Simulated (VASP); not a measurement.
# AlNi3 (Fm-3m) in VASP: a series of runs, part 2 of 2

VASP 6.6.1. The steps go on from the part before.

## 4. Single point, PBEsol

Contents of INCAR:

```
SYSTEM = AlNi3
PREC     = Accurate       ! precision mode
ENCUT    = 520            ! plane-wave cutoff, eV
EDIFF    = 1E-7           ! SCF threshold, eV
ISMEAR   = 0              ! smearing method
SIGMA    = 0.15           ! smearing width, eV
LREAL    = .False.        ! projectors in reciprocal space
LASPH    = .True.         ! aspherical terms in the spheres
NELM     = 80             ! most SCF steps
ALGO     = Fast           ! electronic algorithm
ISIF     = 2              ! what is computed and relaxed
LWAVE    = .False.        ! write WAVECAR
LCHARG   = .True.         ! write CHGCAR
GGA      = PS             ! functional
LELF     = .True.         ! ELF
LVHAR    = .True.       
NBANDS   = 24             ! bands
```

Contents of KPOINTS:

```
regular mesh
0
Gamma
  14 14 14
  0 0 0
```

Contents of POSCAR:

```
AlNi3
1.0
    0.0000000000      2.7984078565      2.7984078565
    2.7984078565      0.0000000000      2.7984078565
    2.7984078565      2.7984078565      0.0000000000
Al Ni
1 3
Direct
    0.5000000000      0.5000000000      0.5000000000
    0.2500000000      0.2500000000      0.2500000000
    0.0000000000      0.0000000000      0.0000000000
    0.7500000000      0.7500000000      0.7500000000
```

Potentials or basis: VASP PAW PBE potentials, release 64 (Al, Ni).

Started as:

```sh
cat potpaw_PBE.64/Al/POTCAR potpaw_PBE.64/Ni/POTCAR > POTCAR
mpirun -np 1 vasp_std > vasp.out
```

OUTCAR:

```text
SYSTEM = AlNi3
   PREC = Accurate
   ENCUT = 520
   EDIFF = 1E-7
   ISMEAR = 0
   LREAL = .False.
   LASPH = .True.
   NELM = 80
   ISIF = 2
   GGA = PS

 ion  position               nearest neighbor table
   1  0.500  0.500  0.500-   2 2.42   2 2.42   2 2.42   2 2.42   4 2.42   4 2.42   4 2.42   4 2.42
                             3 2.80   3 2.80   3 2.80   3 2.80   3 2.80   3 2.80
   2  0.250  0.250  0.250-   3 2.42   3 2.42   3 2.42   1 2.42   3 2.42   1 2.42   1 2.42   1 2.42
                             4 2.80   4 2.80   4 2.80   4 2.80   4 2.80   4 2.80
   3  0.000  0.000  0.000-   4 2.42   4 2.42   4 2.42   2 2.42   4 2.42   2 2.42   2 2.42   2 2.42
                             1 2.80   1 2.80   1 2.80   1 2.80   1 2.80   1 2.80
   4  0.750  0.750  0.750-   1 2.42   1 2.42   1 2.42   1 2.42   3 2.42   3 2.42   3 2.42   3 2.42
                             2 2.80   2 2.80   2 2.80   2 2.80   2 2.80   2 2.80

  LATTYP: Found a face centered cubic cell.
 ALAT       =     5.5968157130

  Lattice vectors:

 A1 = (   0.0000000000,   2.7984078565,   2.7984078565)
 A2 = (   2.7984078565,   0.0000000000,   2.7984078565)
 A3 = (   2.7984078565,   2.7984078565,   0.0000000000)

Analysis of symmetry for initial positions (statically):
=====================================================================
 Subroutine PRICEL returns:
 Original cell was already a primitive cell.

 Routine SETGRP: Setting up the symmetry group for a
 face centered cubic supercell.

 Subroutine GETGRP returns: Found 48 space group operations
 (whereof 48 operations were pure point group operations)
 out of a pool of 48 trial point group operations.

The static configuration has the point symmetry O_h .

Analysis of symmetry for dynamics (positions and initial velocities):
=====================================================================
 Subroutine PRICEL returns:
 Original cell was already a primitive cell.

 Routine SETGRP: Setting up the symmetry group for a
 face centered cubic supercell.

 Subroutine GETGRP returns: Found 48 space group operations
 (whereof 48 operations were pure point group operations)
 out of a pool of 48 trial point group operations.

The dynamic configuration has the point symmetry O_h .

 Subroutine INISYM returns: Found 48 space group operations
 (whereof 48 operations are pure point group operations),
 and found     1 'primitive' translations

----------------------------------------------------------------------------------------

                                     Primitive cell

  volume of cell :      43.8291

  direct lattice vectors                    reciprocal lattice vectors
     0.000000000  2.798407856  2.798407856    -0.178673026  0.178673026  0.178673026
     2.798407856  0.000000000  2.798407856     0.178673026 -0.178673026  0.178673026
     2.798407856  2.798407856  0.000000000     0.178673026  0.178673026 -0.178673026

  length of vectors
     3.957546344  3.957546344  3.957546344     0.309470759  0.309470759  0.309470759

  position of ions in fractional coordinates (direct lattice)
     0.500000000  0.500000000  0.500000000
     0.250000000  0.250000000  0.250000000
     0.000000000  0.000000000  0.000000000
     0.750000000  0.750000000  0.750000000

  ion indices of the primitive-cell ions
   primitive index   ion index
                 1           1
                 2           2
                 3           3
[... 24 lines left out ...]
 ===========================================

 Found    104 irreducible k-points:

 Following reciprocal coordinates:
            Coordinates               Weight
  0.000000  0.000000  0.000000      1.000000
  0.071429  0.000000  0.000000      8.000000
  0.142857  0.000000  0.000000      8.000000
  0.214286  0.000000  0.000000      8.000000
  0.285714  0.000000  0.000000      8.000000
  0.357143  0.000000  0.000000      8.000000
[... 16 lines left out ...]
  0.214286  0.142857  0.000000     24.000000
  0.285714  0.142857  0.000000     24.000000
 [... further k-points ...]
   k-points           NKPTS =    104   k-points in BZ     NKDIM =    104   number of bands    NBANDS=     24
   number of dos      NEDOS =    301   number of ions     NIONS =      4
   total plane-waves  NPLWV =  27000
   dimension x,y,z NGX =    30 NGY =   30 NGZ =   30
   dimension x,y,z NGXF=    60 NGYF=   60 NGZF=   60
   ions per type =               1   3
   NGX,Y,Z   is equivalent  to a cutoff of  12.60, 12.60, 12.60 a.u.
   NGXF,Y,Z  is equivalent  to a cutoff of  25.20, 25.20, 25.20 a.u.
 SYSTEM =  AlNi3
   PREC   = accura    normal or accurate (medium, high low for compatibility)
   ISTART =      0    job   : 0-new  1-cont  2-samecut
   ICHARG =      2    charge: 1-file 2-atom 10-const
   ISPIN  =      1    spin polarized calculation?
   LNONCOLLINEAR =      F non collinear calculations
   LSORBIT =      F    spin-orbit coupling
   LASPH  =      T    aspherical Exc in radial PAW
   ENCUT  =  520.0 eV  38.22 Ry    6.18 a.u.   7.36  7.36  7.36*2*pi/ulx,y,z
   NELM   =     80;   NELMIN=  2; NELMDL= -5     # of ELM steps
   EDIFF  = 0.1E-06   stopping-criterion for ELM
   LREAL  =      F    real-space projection
   EDIFFG = 0.1E-05   stopping-criterion for IOM
   NSW    =      0    number of steps for IOM
   IBRION =     -1    ionic relax: 0-MD 1-quasi-New 2-CG
   NFREE  =      0    steps in history (QN), initial steepest desc. (CG)
   ISIF   =      2    stress and relaxation
   ISYM   =      2    0-nonsym 1-usesym 2-fastsym
   POTIM  = 0.5000    time-step for ionic-motion
   TEBEG  =    0.0;   TEEND  =   0.0 temperature during run
   PSTRESS=    0.0 pullay stress
   NELECT =      33.0000    total number of electrons
   NUPDOWN=      -1.0000    fix difference up-down
   EMIN   =  10.00;   EMAX   =-10.00  energy-range for DOS
   EFERMI =   0.00;   METHOD = LEGACY
   ISMEAR =     0;   SIGMA  =   0.15  broadening in eV -4-tet -1-fermi 0-gaus
   EFERMI_NEDOS =   21; number of points for ismear=-14 and -15
   IALGO  =     68    algorithm
   IMIX   =      4    mixing-type and parameters
     AMIX     =   0.40;   BMIX     =  1.00
     AMIX_MAG =   1.60;   BMIX_MAG =  1.00
  volume/ion in A,a.u.               =      10.96        73.94
  Fermi-wavevector in a.u.,A,eV,Ry     =   1.489333  2.814431 30.179255  2.218113
  Thomas-Fermi vector in A             =   2.602255
   LORBIT       =      0    0 simple, 1 ext, 2 COOP (PROOUT), +10 PAW based schemes
   GGA     = PS    functional components
   LHFCALC =     F    Hartree Fock is set to
   AEXX    =    0.0000 exact exchange contribution
   IVDW    =     0    specifies the selected vdW correction
   LEPSILON=     F    determine dielectric tensor
   LRPA    =     F    only Hartree local field effects (RPA)
 non-spin polarized calculation
 RMM-DIIS sequential band-by-band and
 Gauss-broadening in eV      SIGMA  =   0.15
  energy-cutoff  :      520.00
  volume of cell :       43.83
 maximum number of plane-waves:      1243
 NGX is ok and might be reduce to    30
   NGX = 15   NGY = 15   NGZ = 15

 number of electron      33.0000020 magnetization

 Free energy of the ion-electron system (eV)
  ---------------------------------------------------
  ext. energy  EPLUGINS =         0.00000000
  ---------------------------------------------------
  free energy    TOTEN  =       -24.08530751 eV

  energy without entropy =      -24.05412387  energy(sigma->0) =      -24.06971569

 E-fermi :   9.8546     XC(G=0): -12.9836

 val. band max:        9.8515958875   @ k =  -0.2857   0.5000   0.2143
 cond. band min:       9.8691098178   @ k =  -0.4286   0.4286   0.0714
 fundamental gap:      0.0175139302
 Fermi energy:         9.8545613120

 k-point     1 :       0.0000    0.0000    0.0000
  band No.  band energies     occupation
      1      -0.3780      2.00000
      2       6.2249      2.00000
      3       6.2249      2.00000
      4       6.3542      2.00000
      5       6.3542      2.00000
      6       6.3542      2.00000
[... 637 lines left out ...]
     23      17.6086      0.00000
     24      19.6170      0.00000

 [... further k-points ...]
[... 5 lines left out ...]
  --------------------------------------------------------------------------------------
  -------------------------------------------------------------------------------------
  Total        0.0360980      0.0360980      0.0360980     -0.0000000      0.0000000     -0.0000000
  in kB        1.3195659      1.3195659      1.3195659     -0.0000000      0.0000000     -0.0000000
  external PRESSURE =       1.3195659 kB  Pullay stress =       0.0000000 kB

 VOLUME and BASIS-vectors are now :
 -----------------------------------------------------------------------------
  energy-cutoff  :      520.00
  volume of cell :       43.83
      direct lattice vectors                 reciprocal lattice vectors
     0.000000000  2.798407856  2.798407856    -0.178673026  0.178673026  0.178673026
     2.798407856  0.000000000  2.798407856     0.178673026 -0.178673026  0.178673026
     2.798407856  2.798407856  0.000000000     0.178673026  0.178673026 -0.178673026

 POSITION                                       TOTAL-FORCE (eV/Angst)
 -----------------------------------------------------------------------------------
      2.79841      2.79841      2.79841        -0.000000     -0.000000     -0.000000
      1.39920      1.39920      1.39920        -0.000000      0.000000      0.000000
      0.00000      0.00000      0.00000        -0.000000     -0.000000     -0.000000
      4.19761      4.19761      4.19761         0.000000     -0.000000     -0.000000
 -----------------------------------------------------------------------------------
    total drift:                                0.000000     -0.000000      0.000000

  FREE ENERGIE OF THE ION-ELECTRON SYSTEM (eV)
  ---------------------------------------------------
  free  energy   TOTEN  =       -24.0853075149 eV

  energy  without entropy=      -24.0541238656  energy(sigma->0) =      -24.06971569
```

It took 2.4 min on 1 thread of Intel Xeon 6975P-C (Granite Rapids), shared host; peak memory 0.22 GiB.

Results:

```yaml
Free_energy: -24.0853 eV
Pressure: 0.1 GPa
```

Caveat: the PAW data sets were made with another functional, which shifts forces and pressure a little.

## 5. Relaxation of cell and atoms, PBEsol

This run uses another cell than the first one, of 11.00 Å³/atom, 1.004 times its volume.

Contents of INCAR:

```
SYSTEM = AlNi3
PREC     = Accurate       ! precision mode
ENCUT    = 600            ! plane-wave cutoff, eV
EDIFF    = 1E-6           ! SCF threshold, eV
ISMEAR   = 0              ! smearing method
SIGMA    = 0.1            ! smearing width, eV
LREAL    = .False.        ! projectors in reciprocal space
LASPH    = .True.         ! aspherical terms in the spheres
NELM     = 100            ! most SCF steps
ALGO     = Fast           ! electronic algorithm
ISIF     = 3              ! what is computed and relaxed
LWAVE    = .False.        ! write WAVECAR
LCHARG   = .False.        ! write CHGCAR
GGA      = PS             ! functional
IBRION   = 2              ! ionic algorithm
NSW      = 100            ! ionic steps
EDIFFG   = -0.005         ! ionic threshold
```

KPOINTS is that of step 4.

Contents of POSCAR:

```
AlNi3
1.0
    0.0000000000      2.8018887551      2.8018887551
    2.8018887551      0.0000000000      2.8018887551
    2.8018887551      2.8018887551      0.0000000000
Al Ni
1 3
Direct
    0.5000000000      0.5000000000      0.5000000000
    0.2500000000      0.2500000000      0.2500000000
    0.0000000000      0.0000000000      0.0000000000
    0.7500000000      0.7500000000      0.7500000000
```

Started as:

```sh
cat potpaw_PBE.64/Al/POTCAR potpaw_PBE.64/Ni/POTCAR > POTCAR
mpirun -np 1 vasp_std > vasp.out
```

It took 3.7 min on 1 thread of Intel Xeon 6975P-C (Granite Rapids), shared host; peak memory 0.25 GiB.

The run converged. Its results:

```yaml
Free_energy: -24.0765 eV
Relaxed_volume: 10.97 Å³/atom
Relaxed_cell: a = 3.959 Å, b = 3.959 Å, c = 3.959 Å, α = 60.00°, β = 60.00°, γ = 60.00°
Space_group_after_relaxing_to_0.05_Å: Fm-3m (No. 225)
Energy_gained_by_relaxing: 0.1 meV/atom
Ionic_steps: 4
Pressure_after_relaxing: 0.0 GPa
```

The path:
```csv
step,energy change (eV),largest force (eV/Å),pressure (GPa),volume (Å³)
1,0.0000,0.0000,-0.56,43.99
2,-0.0003,0.0000,0.25,43.75
3,-0.0004,0.0000,0.30,43.81
4,-0.0004,0.0000,0.01,43.87
```

Final structure:
```yaml
crystal:
  lattice:
    - [0.00000, 2.79938, 2.79938]
    - [2.79938, 0.00000, 2.79938]
    - [2.79938, 2.79938, 0.00000]
  atoms:
    - { symbol: Al, position: [0.50000, 0.50000, 0.50000] }
    - { symbol: Ni, position: [0.25000, 0.25000, 0.25000] }
    - { symbol: Ni, position: [0.00000, 0.00000, 0.00000] }
    - { symbol: Ni, position: [0.75000, 0.75000, 0.75000] }
```

Levels at points of the mesh, in eV from the Fermi level:
| k point | band 12 | band 13 | band 14 | band 15 | band 16 | band 17 | band 18 | band 19 | band 20 |
| --- | --- | --- | --- | --- | --- | --- | --- | --- | --- |
| (0.00, 0.00, 0.00) | -0.91 | -0.56 | -0.56 | -0.52 | -0.52 | 5.45 | 5.45 | 5.45 | 5.94 |
| (0.50, 0.00, 0.00) | -1.74 | -0.65 | -0.65 | -0.47 | -0.47 | -0.15 | 4.33 | 4.33 | 4.82 |
| (0.50, 0.50, 0.00) | -1.20 | -1.06 | -0.75 | -0.60 | -0.36 | -0.35 | -0.35 | -0.04 | 4.27 |

Caveat: the PAW data sets were made with another functional, which shifts forces and pressure a little.

## 6. The runs side by side

| task | cell | k mesh | cutoff (eV) | smearing | gap on the mesh (eV) | pressure (GPa) |
| --- | --- | --- | --- | --- | --- | --- |
| single point | a = 3.958 Å, angles 60.0°, 4 atoms | 16 × 16 × 16 | 520 | gaussian 0.15 eV | none | 0.1 |
| single point | a = 3.958 Å, angles 60.0°, 4 atoms | 14 × 14 × 14 | 520 | gaussian 0.1 eV | none | 0.1 |
| single point | a = 3.958 Å, angles 60.0°, 4 atoms | 14 × 14 × 14 | 520 | gaussian 0.15 eV | none | 0.1 |
| relaxation of cell and atoms | relaxed from a = 3.962 Å, angles 60.0°, 4 atoms | 14 × 14 × 14 | 600 | gaussian 0.1 eV | none | 0.0 |

Alike in all rows: level PBEsol; potentials or basis VASP PAW PBE potentials, release 64 (Al, Ni); no spin polarisation.

Every run on the cell as given and a fine mesh finds a metal.

Caveats: the PAW data sets were made with another functional, which shifts forces and pressure a little.

Absolute energies hang on the potentials; compare differences alone.
